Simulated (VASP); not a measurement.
# Te (Imma) in VASP: notebook

Te is run at these levels: PBE, PBEsol; tasks: single point.

Everything below comes from runs of VASP 6.6.1. Logs are shortened: lines on timing, memory, paths and dates and some standing lists are left out, and cuts for length are marked.

### Step 1. The cell of the first run

Symmetry: Imma, No. 74, orthorhombic system. Conventional cell: a = 5.916 Å, b = 7.752 Å, c = 3.070 Å, α = 90.00°, β = 90.00°, γ = 90.00°. Te (site symmetry mm2) has 4 Te at 2.96 to 3.07 Å within 3.9 Å.

### Step 2. Single point, PBE

File INCAR:

```
ALGO = Normal ; EDIFF = 1E-6
ENCUT = 520 ; GGA = PE
ISIF = 2 ; ISMEAR = 0
LASPH = T ; LCHARG = F
LREAL = F ; LWAVE = F
NBANDS = 13 ; NELM = 60
PREC = Accurate ; SIGMA = 0.02
```

File KPOINTS:

```
k-points
0
Gamma
  10 10 10
```

File POSCAR:

```
Te
1.0
   -2.9577914650      3.8759656650      1.5351528900
    2.9577914650     -3.8759656650      1.5351528900
    2.9577914650      3.8759656650     -1.5351528900
Te
2
Direct
    0.0009290200      0.7509290200      0.2500000000
   -0.0009290200      0.2490709800      0.7500000000
```

Potentials or basis: VASP PAW PBE potentials, release 64 (Te).

Command:

```sh
$ cat potpaw_PBE.64/Te/POTCAR > POTCAR
$ mpirun -np 1 vasp_std > vasp.out
```

OUTCAR:

```text
EDIFF = 1E-6
   ENCUT = 520
   GGA = PE
   ISIF = 2
   ISMEAR = 0
   LASPH = T
   LREAL = F
   NELM = 60
   PREC = Accurate

 ion  position               nearest neighbor table
   1  0.001  0.751  0.250-   2 2.96   2 2.96
   2  0.999  0.249  0.750-   1 2.96   1 2.96

  LATTYP: Found a body centered orthorhombic cell.
 ALAT       =     3.0703057800
 B/A-ratio  =     1.9267080721
 C/A-ratio  =     2.5248075877

  Lattice vectors:

 A1 = (   2.9577914650,  -3.8759656650,   1.5351528900)
 A2 = (  -2.9577914650,  -3.8759656650,  -1.5351528900)
 A3 = (   2.9577914650,   3.8759656650,  -1.5351528900)

Analysis of symmetry for initial positions (statically):
=====================================================================
 Subroutine PRICEL returns:
 Original cell was already a primitive cell.

 Routine SETGRP: Setting up the symmetry group for a
 body centered orthorhombic supercell.

 Subroutine GETGRP returns: Found  8 space group operations
 (whereof  4 operations were pure point group operations)
 out of a pool of  8 trial point group operations.

The static configuration has the point symmetry C_2h.
 The point group associated with its full space group is D_2h.

Analysis of symmetry for dynamics (positions and initial velocities):
=====================================================================
 Subroutine PRICEL returns:
 Original cell was already a primitive cell.

 Routine SETGRP: Setting up the symmetry group for a
 body centered orthorhombic supercell.

 Subroutine GETGRP returns: Found  8 space group operations
 (whereof  4 operations were pure point group operations)
 out of a pool of  8 trial point group operations.

The dynamic configuration has the point symmetry C_2h.
 The point group associated with its full space group is D_2h.

 Subroutine INISYM returns: Found  8 space group operations
 (whereof  4 operations are pure point group operations),
 and found     1 'primitive' translations

----------------------------------------------------------------------------------------

                                     Primitive cell

  volume of cell :      70.3978

  direct lattice vectors                    reciprocal lattice vectors
    -2.957791465  3.875965665  1.535152890     0.000000000  0.129000111  0.325700458
     2.957791465 -3.875965665  1.535152890     0.169045048  0.000000000  0.325700458
     2.957791465  3.875965665 -1.535152890     0.169045048  0.129000111  0.000000000

  length of vectors
     5.111588264  5.111588264  5.111588264     0.350316738  0.366956424  0.212643497

  position of ions in fractional coordinates (direct lattice)
     0.000929020  0.750929020  0.250000000
     0.999070980  0.249070980  0.750000000

  ion indices of the primitive-cell ions
   primitive index   ion index
                 1           1
                 2           2

----------------------------------------------------------------------------------------

 KPOINTS: k-points

Automatic generation of k-mesh.
 Grid dimensions read from file:
 generate k-points for:   10   10   10

 Generating k-lattice:

  Cartesian coordinates                     Fractional coordinates (reciprocal lattice)
     0.000000000  0.012900011  0.032570046     0.100000000  0.000000000 -0.000000000
     0.016904505  0.000000000  0.032570046    -0.000000000  0.100000000  0.000000000
     0.016904505  0.012900011  0.000000000    -0.000000000  0.000000000  0.100000000

  Length of vectors
     0.035031674  0.036695642  0.021264350

  Shift w.r.t. Gamma in fractional coordinates (k-lattice)
     0.000000000  0.000000000  0.000000000

 Subroutine IBZKPT returns following result:
 ===========================================

 Found    171 irreducible k-points:

 Following reciprocal coordinates:
            Coordinates               Weight
  0.000000  0.000000  0.000000      1.000000
  0.100000  0.000000 -0.000000      4.000000
  0.200000  0.000000 -0.000000      4.000000
  0.300000  0.000000  0.000000      4.000000
  0.400000  0.000000  0.000000      4.000000
  0.500000  0.000000  0.000000      2.000000
[... 16 lines left out ...]
 -0.400000  0.200000 -0.000000      8.000000
 -0.300000  0.200000 -0.000000      8.000000
 [... further k-points ...]
   k-points           NKPTS =    171   k-points in BZ     NKDIM =    171   number of bands    NBANDS=     13
   number of dos      NEDOS =    301   number of ions     NIONS =      2
   total plane-waves  NPLWV =  64000
   dimension x,y,z NGX =    40 NGY =   40 NGZ =   40
   dimension x,y,z NGXF=    80 NGYF=   80 NGZF=   80
   ions per type =               2
   NGX,Y,Z   is equivalent  to a cutoff of  13.01, 13.01, 13.01 a.u.
   NGXF,Y,Z  is equivalent  to a cutoff of  26.02, 26.02, 26.02 a.u.
 SYSTEM =  unknown system
   PREC   = accura    normal or accurate (medium, high low for compatibility)
   ISTART =      0    job   : 0-new  1-cont  2-samecut
   ICHARG =      2    charge: 1-file 2-atom 10-const
   ISPIN  =      1    spin polarized calculation?
   LNONCOLLINEAR =      F non collinear calculations
   LSORBIT =      F    spin-orbit coupling
   LASPH  =      T    aspherical Exc in radial PAW
   ENCUT  =  520.0 eV  38.22 Ry    6.18 a.u.   9.50  9.50  9.50*2*pi/ulx,y,z
   NELM   =     60;   NELMIN=  2; NELMDL= -5     # of ELM steps
   EDIFF  = 0.1E-05   stopping-criterion for ELM
   LREAL  =      F    real-space projection
   EDIFFG = 0.1E-04   stopping-criterion for IOM
   NSW    =      0    number of steps for IOM
   IBRION =     -1    ionic relax: 0-MD 1-quasi-New 2-CG
   NFREE  =      0    steps in history (QN), initial steepest desc. (CG)
   ISIF   =      2    stress and relaxation
   ISYM   =      2    0-nonsym 1-usesym 2-fastsym
   POTIM  = 0.5000    time-step for ionic-motion
   TEBEG  =    0.0;   TEEND  =   0.0 temperature during run
   PSTRESS=    0.0 pullay stress
   NELECT =      12.0000    total number of electrons
   NUPDOWN=      -1.0000    fix difference up-down
   EMIN   =  10.00;   EMAX   =-10.00  energy-range for DOS
   EFERMI =   0.00;   METHOD = LEGACY
   ISMEAR =     0;   SIGMA  =   0.02  broadening in eV -4-tet -1-fermi 0-gaus
   EFERMI_NEDOS =   21; number of points for ismear=-14 and -15
   IALGO  =     38    algorithm
   IMIX   =      4    mixing-type and parameters
     AMIX     =   0.40;   BMIX     =  1.00
     AMIX_MAG =   1.60;   BMIX_MAG =  1.00
  volume/ion in A,a.u.               =      35.20       237.53
  Fermi-wavevector in a.u.,A,eV,Ry     =   0.907714  1.715330 11.210440  0.823944
  Thomas-Fermi vector in A             =   2.031554
   LORBIT       =      0    0 simple, 1 ext, 2 COOP (PROOUT), +10 PAW based schemes
   GGA     = PE    functional components
   LHFCALC =     F    Hartree Fock is set to
   AEXX    =    0.0000 exact exchange contribution
   IVDW    =     0    specifies the selected vdW correction
   LEPSILON=     F    determine dielectric tensor
   LRPA    =     F    only Hartree local field effects (RPA)
 non-spin polarized calculation
 Gauss-broadening in eV      SIGMA  =   0.02
  energy-cutoff  :      520.00
  volume of cell :       70.40
 maximum number of plane-waves:      1923
 NGX is ok and might be reduce to    40
   NGX = 19   NGY = 19   NGZ = 19

 number of electron      11.9999999 magnetization

 Free energy of the ion-electron system (eV)
  ---------------------------------------------------
  ext. energy  EPLUGINS =         0.00000000
  ---------------------------------------------------
  free energy    TOTEN  =        -5.98314849 eV

  energy without entropy =       -5.98294232  energy(sigma->0) =       -5.98304540

 E-fermi :   5.1745     XC(G=0):  -8.8852

 val. band max:        5.1722380250   @ k =  -0.1000   0.4000   0.1000
 cond. band min:       5.1833212272   @ k =  -0.2000  -0.2000   0.2000
 fundamental gap:      0.0110832022
 Fermi energy:         5.1745107044

 k-point     1 :       0.0000    0.0000    0.0000
  band No.  band energies     occupation
      1      -8.1044      2.00000
      2      -5.0127      2.00000
      3      -0.3275      2.00000
      4       3.1079      2.00000
      5       3.5954      2.00000
      6       8.0248      0.00000
      7       8.2715      0.00000
      8       8.7695      0.00000
      9       9.1263      0.00000
     10       9.7792      0.00000
     11      12.8735      0.00000
     12      14.6274      0.00000
     13      15.7418      0.00000

 k-point     2 :       0.1000    0.0000   -0.0000
  band No.  band energies     occupation
      1      -7.9553      2.00000
      2      -4.8831      2.00000
      3      -0.2178      2.00000
      4       3.3032      2.00000
      5       3.5872      2.00000
      6       6.6461      0.00000
      7       8.4736      0.00000
      8       8.5183      0.00000
      9       8.9085      0.00000
     10       9.4577      0.00000
     11      13.6015      0.00000
     12      14.4076      0.00000
     13      15.2035      0.00000

 k-point     3 :       0.2000    0.0000   -0.0000
  band No.  band energies     occupation
      1      -7.5203      2.00000
      2      -4.5016      2.00000
      3       0.0931      2.00000
      4       3.5627      2.00000
      5       3.8659      2.00000
      6       4.3291      2.00000
      7       6.2654      0.00000
      8       9.0641      0.00000
      9       9.3012      0.00000
     10      10.2589      0.00000
     11      12.1214      0.00000
     12      13.1686      0.00000
     13      14.2686      0.00000
[... 305 lines left out ...]
 k-point    23 :      -0.4000    0.2000   -0.0000
  band No.  band energies     occupation
      1      -7.2689      2.00000
      2      -5.0803      2.00000
      3       0.8289      2.00000
      4       2.9023      2.00000
      5       4.0032      2.00000
      6       4.3693      2.00000
      7       6.0387      0.00000
      8       7.7856      0.00000
      9      10.3285      0.00000
     10      11.6372      0.00000
     11      12.9097      0.00000
     12      14.2297      0.00000
     13      15.5236      0.00000

 k-point    24 :      -0.3000    0.2000   -0.0000
  band No.  band energies     occupation
      1      -7.7282      2.00000
      2      -5.4318      2.00000
      3       0.5346      2.00000
      4       3.0125      2.00000
      5       3.2973      2.00000
      6       6.6946      0.00000
      7       7.3808      0.00000
      8       8.2638      0.00000
      9       9.6003      0.00000
     10      10.7654      0.00000
     11      14.7028      0.00000
     12      14.9816      0.00000
     13      15.8074      0.00000

 [... further k-points ...]
[... 5 lines left out ...]
  --------------------------------------------------------------------------------------
  -------------------------------------------------------------------------------------
  Total        0.8056563      0.0693812     -0.0775291      0.0000000      0.0000000      0.0000000
  in kB       18.3358612      1.5790416     -1.7644770      0.0000000      0.0000000      0.0000000
  external PRESSURE =       6.0501419 kB  Pullay stress =       0.0000000 kB

 VOLUME and BASIS-vectors are now :
 -----------------------------------------------------------------------------
  energy-cutoff  :      520.00
  volume of cell :       70.40
      direct lattice vectors                 reciprocal lattice vectors
    -2.957791465  3.875965665  1.535152890     0.000000000  0.129000111  0.325700458
     2.957791465 -3.875965665  1.535152890     0.169045048  0.000000000  0.325700458
     2.957791465  3.875965665 -1.535152890     0.169045048  0.129000111  0.000000000

 POSITION                                       TOTAL-FORCE (eV/Angst)
 -----------------------------------------------------------------------------------
      2.95779     -1.93798      0.77043        -0.000000     -0.000000     -0.002987
      0.00000      5.81395      0.76472         0.000000      0.000000      0.002987
 -----------------------------------------------------------------------------------
    total drift:                               -0.000000      0.000000     -0.000000

  FREE ENERGIE OF THE ION-ELECTRON SYSTEM (eV)
  ---------------------------------------------------
  free  energy   TOTEN  =        -5.9831484918 eV

  energy  without entropy=       -5.9829423171  energy(sigma->0) =       -5.98304540
```

It took 2 min on 1 thread of Intel Xeon Platinum 8375C at 2.90GHz (Ice Lake), shared host; peak memory 0.32 GiB.

What came out:

- Free energy: -5.9831 eV
- Pressure: 0.6 GPa
- Band gap on the k mesh: zero (band 6 reaches 8.05 eV, above the bottom of band 7 at 4.32 eV)

Forces in eV/Å, atoms in the order of the input:
```
Te   0.000  0.000 -0.003
Te   0.000  0.000  0.003
```

Stress tensor (GPa, compression positive):
```
 1.83  0.00  0.00
 0.00  0.16  0.00
 0.00  0.00 -0.18
```

Levels at points of the mesh, in eV from the Fermi level:
| k point | band 3 | band 4 | band 5 | band 6 | band 7 | band 8 | band 9 | band 10 |
| --- | --- | --- | --- | --- | --- | --- | --- | --- |
| (0.00, 0.00, 0.00) | -5.50 | -2.07 | -1.58 | 2.85 | 3.10 | 3.59 | 3.95 | 4.60 |
| (0.50, 0.00, 0.00) | -5.60 | -4.00 | -3.46 | -1.22 | 1.00 | 3.14 | 4.04 | 5.48 |
| (0.00, 0.50, 0.00) | -4.68 | -4.68 | -0.57 | -0.56 | 0.14 | 0.14 | 6.23 | 6.25 |
| (0.50, 0.50, 0.00) | -2.42 | -2.42 | -1.77 | -1.77 | 3.54 | 3.54 | 7.27 | 7.27 |
| (0.50, 0.50, 0.50) | -5.92 | -4.54 | 0.57 | 2.50 | 3.93 | 4.93 | 7.32 | 7.46 |

Caveat: spin-orbit coupling is left out, which moves the levels of the heavy elements.

(Part 1 of 2 ends here.)
